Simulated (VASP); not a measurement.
A run of VASP 6.6.1:

Contents of INCAR:

```
ALGO = Normal ; EDIFF = 1E-7
ENCUT = 520 ; ISIF = 2
ISMEAR = 0 ; LASPH = True
LCHARG = False ; LREAL = False
LWAVE = False ; NBANDS = 21
NELM = 80 ; PREC = Accurate
SIGMA = 0.1
```

KPOINTS

```
k-points
0
Gamma
  5 5 5
```

Contents of POSCAR:

```
TlBi
1.0
    3.9917090000      0.0000000000      0.0000000000
    0.0000000000      3.9917090000      0.0000000000
    0.0000000000      0.0000000000      3.9917090000
Tl Bi
1 1
Direct
    0.0000000000      0.0000000000      0.0050000000
    0.5000000000      0.5000000000      0.5000000000
```

Potentials or basis: VASP PAW LDA potentials, release 64 (Tl_d, Bi_d).

The run is started by

```console
$ cat potpaw_LDA.64/Tl_d/POTCAR potpaw_LDA.64/Bi_d/POTCAR > POTCAR
$ mpirun -np 1 vasp_std > vasp.out
```

Hardware: 1 thread of Intel Xeon 8259CL, on a shared host.

Estimate the wall time of this run.

Run time: 25 s on 1 thread of Intel Xeon 8259CL, with other jobs on the host, peak memory 0.16 GiB. Counts: scf iterations 11, k points 18.
